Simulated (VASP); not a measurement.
Set up this calculation in VASP 6.6.1, as the native input.

```
Task                   : single point
Functional             : PBE
Potentials or basis    : VASP PAW PBE potentials, release 64 (Pt, Au)
Cutoff                 : 520 eV
k mesh                 : 12 × 12 × 1
Occupations            : fermi-dirac, width 0.08 eV
Spin                   : no spin polarisation
Dipole correction      : yes
Further INCAR settings : ALGO = Normal; EDIFF = 1e-07; NBANDS = 40
```

The structure of Pt5Au lies in POSCAR:

```
Pt5Au
1.0
    2.8080030017      0.0000000000      0.0000000000
    0.0000000000      2.8080030017      0.0000000000
    0.0000000000      0.0000000000     25.9278000000
Pt Au
5 1
Direct
    0.2500000000      0.2500000000      0.3107378669
    0.7500000000      0.7500000000      0.3854489703
    0.7500000000      0.7500000000      0.5383078709
    0.2500000000      0.2500000000      0.6145510297
    0.7500000000      0.7500000000      0.6892621332
    0.2500000000      0.2500000000      0.4616921291
```

The input as run:

INCAR

```
SYSTEM = Pt5Au
ALGO = Normal ; DIPOL = 0.5 0.5 0.500
EDIFF = 1E-7 ; ENCUT = 520
GGA = PE ; IDIPOL = 3
ISIF = 2 ; ISMEAR = -1
LASPH = .True. ; LCHARG = .False.
LDIPOL = .True. ; LREAL = .False.
LWAVE = .False. ; NBANDS = 40
NELM = 80 ; PREC = Accurate
SIGMA = 0.08
```

KPOINTS

```
k-points
0
Gamma
  12 12 1
  0 0 0
```

Potentials or basis: VASP PAW PBE potentials, release 64 (Pt, Au).

The run is started by

```bash
$ cat potpaw_PBE.64/Pt/POTCAR potpaw_PBE.64/Au/POTCAR > POTCAR
$ mpirun -np 1 vasp_std > vasp.out
```

Results of the run:

```
Largest force          : 0.820 eV/Å
Band gap on the k mesh : zero (an odd number of electrons rules out a gap without spin polarisation)
```

Caveat: spin-orbit coupling is left out, which moves the levels of the heavy elements.

Wall time 13 min on 1 thread of Oxide Virtual Turin-like Processor, with other jobs on the host, peak memory 0.41 GiB.
